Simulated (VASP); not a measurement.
The system is CdSe.

```
Cd Se
1.0
     4.34072    0.00000    0.00000
    -2.17036    3.75918    0.00000
     0.00000    0.00000    7.07665
Cd Se
2 2
Direct
  0.33333 0.66667 0.99952
  0.66667 0.33333 0.49952
  0.33333 0.66667 0.37548
  0.66667 0.33333 0.87548
```

Base run:

- Program: VASP 6.6.1
- Functional: r2SCAN
- Potentials or basis: VASP PAW PBE potentials, release 64 (Cd, Se)
- Cutoff: 520 eV
- k mesh: 12 × 12 × 4
- Occupations: gaussian, width 0.01 eV
- Spin: no spin polarisation

Its results: band gap on the k mesh 1.09 eV; pressure 0.2 GPa.

Q: The run is repeated on the same cell with these changes: functional from r2SCAN to PBE; occupations from gaussian, width 0.01 eV to fermi-dirac, width 0.02 eV. What comes out?

A: Band gap on the k mesh 0.61 eV; pressure 1.7 GPa.

Caveats: the PAW data sets were made with another functional, which shifts forces and pressure a little (at least some runs).

A k mesh can miss the band edges.
